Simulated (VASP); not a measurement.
Crystal: GaAs.

```
CELL_PARAMETERS angstrom
0.00000 2.80788 2.80788
2.80788 0.00000 2.80788
2.80788 2.80788 0.00000
ATOMIC_POSITIONS crystal
As 0.75000 0.75000 0.75000
Ga 0.00000 0.00000 0.00000
```

Base run:

```yaml
Program: VASP 6.6.1
Functional: RPBE
Dispersion: D3(BJ)
Potentials_or_basis: VASP PAW PBE potentials, release 64 (As, Ga_d)
Cutoff: 520 eV
k_mesh: 8 × 8 × 8
Occupations: fermi-dirac, width 0.05 eV
Spin: no spin polarisation
```

Its results: band gap on the k mesh 0.80 eV, direct; pressure -4.4 GPa.

Question: After a change of settings the same cell gave: band gap on the k mesh 0.61 eV, direct; pressure -0.3 GPa. Which change was it?
A. functional from RPBE to PBEsol
B. functional from RPBE to r2SCAN; further incar settings from ALGO = Normal; EDIFF = 1e-07; NBANDS = 16 to ALGO = Normal; EDIFF = 1e-06; NBANDS = 16
C. functional from RPBE to PBE; further incar settings from ALGO = Normal; EDIFF = 1e-07; NBANDS = 16 to ALGO = Normal; EDIFF = 1e-06; NBANDS = 16
D. functional from RPBE to revPBE; dispersion from D3(BJ) to D4

Answer: A.

Caveats: the PAW data sets were made with another functional, which shifts forces and pressure a little.
